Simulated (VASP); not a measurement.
A run of VASP 6.6.1 is set up as follows.

POSCAR

```
SrO
1.0
    0.0000000000      5.2091140000      5.2091140000
    5.2091140000      0.0000000000      5.2091140000
    5.2091140000      5.2091140000      0.0000000000
Sr O
8 8
Direct
    0.2837315520      0.2391005457      0.2541764300
    0.2311449701      0.2390758774      0.7614927414
    0.2529332243      0.7767439914      0.2399623045
    0.2238282748      0.7564681825      0.7410763136
    0.7576737618      0.2799044137      0.2206753394
    0.7319945388      0.2668567054      0.7330444294
    0.7621469793      0.7489318721      0.2375579609
    0.7353692010      0.7485434183      0.7474658838
   -0.0521843062      0.0380918905     -0.0175862920
    0.0088478578     -0.0080682627      0.5021046765
   -0.0084526850      0.5107791843     -0.0308273154
    0.0114416770      0.4916377334      0.4938853325
    0.4793351614      0.0427396098     -0.0419909221
    0.4893678656     -0.0092374634      0.5156759864
    0.4959336655      0.4987057300      0.0448321922
    0.4769639328      0.5110584065      0.5108341841
```

Contents of INCAR.step1:

```
PREC = Accurate
ENCUT = 520
ISMEAR = -1
SIGMA = 0.086
LREAL = Auto
LASPH = T
NELM = 60
NBANDS = 78
GGA = PE
ALGO = Normal
EDIFF = 1E-4
LWAVE = T
LCHARG = F
```

File INCAR.step2:

```
PREC = Accurate
ENCUT = 520
EDIFF = 1E-6
ISMEAR = -1
SIGMA = 0.086
LREAL = Auto
LASPH = T
NELM = 60
ALGO = Normal
ISIF = 2
LWAVE = F
LCHARG = F
METAGGA = R2SCAN
LMIXTAU = T
NBANDS = 78
ISTART = 1
```

Contents of KPOINTS:

```
Automatic mesh
0
Gamma
  2 2 2
```

Potentials or basis: VASP PAW PBE potentials, release 64 (Sr_sv, O).

Run with:

```console
$ cat potpaw_PBE.64/Sr_sv/POTCAR potpaw_PBE.64/O/POTCAR > POTCAR
$ cp INCAR.step1 INCAR
$ mpirun -np 1 vasp_std > vasp.out
$ cp INCAR.step2 INCAR
$ mpirun -np 1 vasp_std > vasp.out
```

**Question.** Predict the largest force.

**Answer.** 1.785 eV/Å.

**Question.** Estimate the pressure.

**Answer.** 0.2 GPa.

Forces in eV/Å, atoms in the order of the input:
```
Sr   0.508 -0.612 -0.192
Sr  -0.249 -1.064  0.939
Sr  -0.219  0.283 -1.042
Sr   0.082  0.581  0.199
Sr   0.214  1.125 -1.075
Sr  -0.308  0.148  0.059
Sr   0.365  0.197  0.050
Sr  -0.120 -0.320  0.653
O   -0.205  1.166 -0.207
O    0.168 -0.723  0.188
O    0.885  0.490 -0.041
O    0.151 -1.047  0.011
O    0.081  1.667 -0.631
O   -0.593 -0.191  0.011
O   -0.450 -1.365  0.285
O   -0.309 -0.335  0.793
```

Caveat: the k points lie up to 0.52 Å⁻¹ apart; the atoms stand as in a frame of molecular dynamics; the PAW data sets were made with another functional, which shifts forces and pressure a little.
